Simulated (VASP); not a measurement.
# KCl (Pm-3m) in VASP: notebook

KCl is run at these levels: HSE06, PBE0; tasks: single point.

Everything below comes from runs of VASP 6.6.1. Logs are shortened: lines on timing, memory, paths and dates and some standing lists are left out, and cuts for length are marked.

### 1 The cell of the first run

The structure is cubic, space group Pm-3m (No. 221). The conventional cell has a = 3.865 Å, b = 3.865 Å, c = 3.865 Å, α = 90.00°, β = 90.00°, γ = 90.00°. K (site symmetry m-3m) has 8 Cl at 3.35 Å and 6 K at 3.86 Å within 4.4 Å. Cl (site symmetry m-3m) has 8 K at 3.35 Å and 6 Cl at 3.86 Å within 4.4 Å.

### 2 Single point, HSE06

File POSCAR:

```
KCl
1.0
    3.8646218801      0.0000000000      0.0000000000
    0.0000000000      3.8646218801      0.0000000000
    0.0000000000      0.0000000000      3.8646218801
K Cl
1 1
Direct
    0.0000000000      0.0000000000      0.0000000000
    0.5000000000      0.5000000000      0.5000000000
```

File INCAR.step1:

```
SYSTEM = KCl
PREC = Accurate
ENCUT = 520
EDIFF = 1E-5
ISMEAR = -1
SIGMA = 0.05
LREAL = .False.
LASPH = .True.
NELM = 60
ALGO = Normal
ISIF = 2
LWAVE = .True.
LCHARG = .False.
GGA = PE
NBANDS = 15
```

File INCAR.step2:

```
SYSTEM = KCl
PREC = Accurate
ENCUT = 520
EDIFF = 1E-6
ISMEAR = -1
SIGMA = 0.05
LREAL = .False.
LASPH = .True.
NELM = 60
ALGO = Normal
ISIF = 2
LWAVE = .False.
LCHARG = .False.
GGA = PE
LHFCALC = .True.
HFSCREEN = 0.2079
PRECFOCK = Normal
ISTART = 1
NBANDS = 15
```

File KPOINTS:

```
regular mesh
0
Gamma
  4 4 4
  0 0 0
```

Potentials or basis: VASP PAW PBE potentials, release 64 (K_sv, Cl).

Command:

```
$ cat potpaw_PBE.64/K_sv/POTCAR potpaw_PBE.64/Cl/POTCAR > POTCAR
$ cp INCAR.step1 INCAR
$ mpirun -np 1 vasp_std > vasp.out
$ cp INCAR.step2 INCAR
$ mpirun -np 1 vasp_std > vasp.out
```

OUTCAR:

```text
SYSTEM = KCl
   PREC = Accurate
   ENCUT = 520
   EDIFF = 1E-6
   ISMEAR = -1
   LREAL = .False.
   LASPH = .True.
   NELM = 60
   ISIF = 2
   GGA = PE
   LHFCALC = .True.
   HFSCREEN = 0.2079
   PRECFOCK = Normal
   ISTART = 1

 ion  position               nearest neighbor table
   1  0.000  0.000  0.000-
   2  0.500  0.500  0.500-

  LATTYP: Found a simple cubic cell.
 ALAT       =     3.8646218801

  Lattice vectors:

 A1 = (   3.8646218801,   0.0000000000,   0.0000000000)
 A2 = (   0.0000000000,   3.8646218801,   0.0000000000)
 A3 = (   0.0000000000,   0.0000000000,   3.8646218801)

Analysis of symmetry for initial positions (statically):
=====================================================================
 Subroutine PRICEL returns:
 Original cell was already a primitive cell.

 Routine SETGRP: Setting up the symmetry group for a
 simple cubic supercell.

 Subroutine GETGRP returns: Found 48 space group operations
 (whereof 48 operations were pure point group operations)
 out of a pool of 48 trial point group operations.

The static configuration has the point symmetry O_h .

Analysis of symmetry for dynamics (positions and initial velocities):
=====================================================================
 Subroutine PRICEL returns:
 Original cell was already a primitive cell.

 Routine SETGRP: Setting up the symmetry group for a
 simple cubic supercell.

 Subroutine GETGRP returns: Found 48 space group operations
 (whereof 48 operations were pure point group operations)
 out of a pool of 48 trial point group operations.

The dynamic configuration has the point symmetry O_h .

 Subroutine INISYM returns: Found 48 space group operations
 (whereof 48 operations are pure point group operations),
 and found     1 'primitive' translations

----------------------------------------------------------------------------------------

                                     Primitive cell

  volume of cell :      57.7193

  direct lattice vectors                    reciprocal lattice vectors
     3.864621880  0.000000000  0.000000000     0.258757527  0.000000000  0.000000000
     0.000000000  3.864621880  0.000000000     0.000000000  0.258757527  0.000000000
     0.000000000  0.000000000  3.864621880     0.000000000  0.000000000  0.258757527

  length of vectors
     3.864621880  3.864621880  3.864621880     0.258757527  0.258757527  0.258757527

  position of ions in fractional coordinates (direct lattice)
     0.000000000  0.000000000  0.000000000
     0.500000000  0.500000000  0.500000000

  ion indices of the primitive-cell ions
   primitive index   ion index
                 1           1
                 2           2

----------------------------------------------------------------------------------------

 KPOINTS: regular mesh

Automatic generation of k-mesh.
 Grid dimensions read from file:
 generate k-points for:    4    4    4

 Generating k-lattice:

  Cartesian coordinates                     Fractional coordinates (reciprocal lattice)
     0.064689382  0.000000000  0.000000000     0.250000000  0.000000000  0.000000000
     0.000000000  0.064689382  0.000000000     0.000000000  0.250000000  0.000000000
     0.000000000  0.000000000  0.064689382     0.000000000  0.000000000  0.250000000

  Length of vectors
     0.064689382  0.064689382  0.064689382

  Shift w.r.t. Gamma in fractional coordinates (k-lattice)
     0.000000000  0.000000000  0.000000000

 Subroutine IBZKPT returns following result:
 ===========================================

 Found     10 irreducible k-points:

 Following reciprocal coordinates:
            Coordinates               Weight
  0.000000  0.000000  0.000000      1.000000
  0.250000  0.000000  0.000000      6.000000
  0.500000  0.000000  0.000000      3.000000
  0.250000  0.250000  0.000000     12.000000
  0.500000  0.250000  0.000000     12.000000
  0.500000  0.500000  0.000000      3.000000
  0.250000  0.250000  0.250000      8.000000
  0.500000  0.250000  0.250000     12.000000
  0.500000  0.500000  0.250000      6.000000
  0.500000  0.500000  0.500000      1.000000
   k-points           NKPTS =     10   k-points in BZ     NKDIM =     64   number of bands    NBANDS=     15
   number of dos      NEDOS =    301   number of ions     NIONS =      2
   total plane-waves  NPLWV =  27000
   dimension x,y,z NGX =    30 NGY =   30 NGZ =   30
   dimension x,y,z NGXF=    60 NGYF=   60 NGZF=   60
   ions per type =               1   1
   NGX,Y,Z   is equivalent  to a cutoff of  12.91, 12.91, 12.91 a.u.
   NGXF,Y,Z  is equivalent  to a cutoff of  25.81, 25.81, 25.81 a.u.
 SYSTEM =  KCl
   PREC   = accura    normal or accurate (medium, high low for compatibility)
   ISTART =      1    job   : 0-new  1-cont  2-samecut
   ICHARG =      0    charge: 1-file 2-atom 10-const
   ISPIN  =      1    spin polarized calculation?
   LNONCOLLINEAR =      F non collinear calculations
   LSORBIT =      F    spin-orbit coupling
   LASPH  =      T    aspherical Exc in radial PAW
   ENCUT  =  520.0 eV  38.22 Ry    6.18 a.u.   7.19  7.19  7.19*2*pi/ulx,y,z
   NELM   =     60;   NELMIN=  2; NELMDL=  0     # of ELM steps
   EDIFF  = 0.1E-05   stopping-criterion for ELM
   LREAL  =      F    real-space projection
   EDIFFG = 0.1E-04   stopping-criterion for IOM
   NSW    =      0    number of steps for IOM
   IBRION =     -1    ionic relax: 0-MD 1-quasi-New 2-CG
   NFREE  =      0    steps in history (QN), initial steepest desc. (CG)
   ISIF   =      2    stress and relaxation
   ISYM   =      3    0-nonsym 1-usesym 2-fastsym
   POTIM  = 0.5000    time-step for ionic-motion
   TEBEG  =    0.0;   TEEND  =   0.0 temperature during run
   PSTRESS=    0.0 pullay stress
   NELECT =      16.0000    total number of electrons
   NUPDOWN=      -1.0000    fix difference up-down
   EMIN   =  10.00;   EMAX   =-10.00  energy-range for DOS
   EFERMI =   0.00;   METHOD = LEGACY
   ISMEAR =    -1;   SIGMA  =   0.05  broadening in eV -4-tet -1-fermi 0-gaus
   EFERMI_NEDOS =   21; number of points for ismear=-14 and -15
   IALGO  =     38    algorithm
   IMIX   =      1    mixing-type and parameters
     AMIX     =   0.40;   BMIX     =  1.00
     AMIX_MAG =   1.60;   BMIX_MAG =  1.00
  volume/ion in A,a.u.               =      28.86       194.75
  Fermi-wavevector in a.u.,A,eV,Ry     =   1.067434  2.017158 15.502695  1.139416
  Thomas-Fermi vector in A             =   2.203051
   LORBIT       =      0    0 simple, 1 ext, 2 COOP (PROOUT), +10 PAW based schemes
   GGA     = PE    functional components
   LHFCALC =     T    Hartree Fock is set to
   PRECFOCK=normal    Normal, Fast or Accurate (Low or Medium for compatibility)
   ENCUT4O =  -1.0   cutoff for four orbital integrals eV
   NKREDX  =     1    reduce k-point grid by
   NKREDY  =     1    reduce k-point grid by
   NKREDZ  =     1    reduce k-point grid by
   AEXX    =    0.2500 exact exchange contribution
   HFSCREEN=    0.2079 screening length (either q_TF or 0.3 A-1)
   HFSCREENC=   0.2079 screening length for correlation (either q_TF or 0.3 A-1)
   ENCUTFOCK=  -1.0 apply spherical cutoff to Coloumb kernel
   IVDW    =     0    specifies the selected vdW correction
   LEPSILON=     F    determine dielectric tensor
   LRPA    =     F    only Hartree local field effects (RPA)
 non-spin polarized calculation
  energy-cutoff  :      520.00
  volume of cell :       57.72
 maximum number of plane-waves:      1596
 NGX is ok and might be reduce to    30
  NGX = 24; NGY = 24; NGZ = 24

 number of electron      16.0000006 magnetization

 Free energy of the ion-electron system (eV)
  ---------------------------------------------------
  ext. energy  EPLUGINS =         0.00000000
  ---------------------------------------------------
  free energy    TOTEN  =        -7.71144330 eV

  energy without entropy =       -7.71144330  energy(sigma->0) =       -7.71144330

 E-fermi :  -0.8001     XC(G=0):  -6.6635

 val. band max:       -1.8758917692   @ k =   0.5000   0.5000   0.0000
 cond. band min:       4.1526511753   @ k =   0.0000   0.0000   0.0000
 fundamental gap:      6.0285429444
 Fermi energy:        -0.8001336910

 k-point     1 :       0.0000    0.0000    0.0000
  band No.  band energies     occupation
      1     -32.0934      2.00000
      2     -15.5888      2.00000
      3     -14.1285      2.00000
      4     -14.1285      2.00000
      5     -14.1285      2.00000
      6      -2.0906      2.00000
      7      -2.0906      2.00000
      8      -2.0906      2.00000
      9       4.1527      0.00000
     10       6.1305      0.00000
     11       6.1305      0.00000
     12      10.5518      0.00000
     13      10.5518      0.00000
     14      10.5518      0.00000
     15      13.4553      0.00000

 k-point     2 :       0.2500    0.0000    0.0000
  band No.  band energies     occupation
      1     -32.0844      2.00000
      2     -15.6452      2.00000
      3     -14.1135      2.00000
      4     -14.1135      2.00000
      5     -14.0803      2.00000
      6      -2.9718      2.00000
      7      -2.0870      2.00000
      8      -2.0870      2.00000
      9       5.3774      0.00000
     10       6.6535      0.00000
     11       7.1942      0.00000
     12      10.3543      0.00000
     13      10.3543      0.00000
     14      10.8503      0.00000
     15      11.4973      0.00000
[... 113 lines left out ...]
      3     -14.3142      2.00000
      4     -14.3142      2.00000
      5     -14.1833      2.00000
      6      -3.1717      2.00000
      7      -3.1717      2.00000
      8      -2.6069      2.00000
      9       6.6840      0.00000
     10       8.2897      0.00000
     11       8.3954      0.00000
     12       8.3954      0.00000
     13      10.2387      0.00000
     14      10.2387      0.00000
     15      12.2528      0.00000

 k-point    10 :       0.5000    0.5000    0.5000
  band No.  band energies     occupation
      1     -32.0428      2.00000
      2     -15.1746      2.00000
      3     -14.2874      2.00000
      4     -14.2874      2.00000
      5     -14.2874      2.00000
      6      -3.2184      2.00000
      7      -3.2184      2.00000
      8      -3.2184      2.00000
      9       8.2270      0.00000
     10       8.2270      0.00000
     11       8.2270      0.00000
     12       9.6769      0.00000
     13       9.6769      0.00000
     14       9.6769      0.00000
     15      12.3157      0.00000

------------------------ aborting loop because EDIFF is reached ----------------------------------------

  FORCE on cell =-STRESS in cart. coord.  units (eV):
  Direction    XX          YY          ZZ          XY          YZ          ZX
  --------------------------------------------------------------------------------------
  -------------------------------------------------------------------------------------
  Total       -0.2780877     -0.2780877     -0.2780877      0.0000000      0.0000000     -0.0000000
  in kB       -7.7191825     -7.7191825     -7.7191825      0.0000000      0.0000000     -0.0000000
  external PRESSURE =      -7.7191825 kB  Pullay stress =       0.0000000 kB

 VOLUME and BASIS-vectors are now :
 -----------------------------------------------------------------------------
  energy-cutoff  :      520.00
  volume of cell :       57.72
      direct lattice vectors                 reciprocal lattice vectors
     3.864621880  0.000000000  0.000000000     0.258757527  0.000000000  0.000000000
     0.000000000  3.864621880  0.000000000     0.000000000  0.258757527  0.000000000
     0.000000000  0.000000000  3.864621880     0.000000000  0.000000000  0.258757527

 POSITION                                       TOTAL-FORCE (eV/Angst)
 -----------------------------------------------------------------------------------
      0.00000      0.00000      0.00000         0.000000      0.000000      0.000000
      1.93231      1.93231      1.93231         0.000000      0.000000      0.000000
 -----------------------------------------------------------------------------------
    total drift:                                0.000001      0.000001      0.000001

  FREE ENERGIE OF THE ION-ELECTRON SYSTEM (eV)
  ---------------------------------------------------
  free  energy   TOTEN  =        -7.7114433037 eV

  energy  without entropy=       -7.7114433036  energy(sigma->0) =       -7.71144330
```

It took 4.9 min on 1 thread of Intel Xeon Platinum 8259CL at 2.50GHz (Skylake/Cascade Lake), shared host; peak memory 0.28 GiB.

Results:

- Free energy: -7.7114 eV
- Pressure: -0.8 GPa
- Band gap on the k mesh: 6.03 eV (least direct gap 6.24 eV)

Levels at points of the mesh, in eV from the valence-band top:
| k point | band 6 | band 7 | band 8 | band 9 | band 10 | band 11 |
| --- | --- | --- | --- | --- | --- | --- |
| (0.00, 0.00, 0.00) | -0.21 | -0.21 | -0.21 | 6.03 | 8.01 | 8.01 |
| (0.50, 0.00, 0.00) | -1.80 | -0.21 | -0.21 | 8.97 | 9.48 | 9.63 |
| (0.50, 0.50, 0.00) | -1.25 | -1.25 | 0.00 | 7.53 | 8.74 | 10.56 |
| (0.50, 0.50, 0.50) | -1.34 | -1.34 | -1.34 | 10.10 | 10.10 | 10.10 |

Caveat: the PAW data sets were made with another functional, which shifts forces and pressure a little.

[end of part 1 of 3]
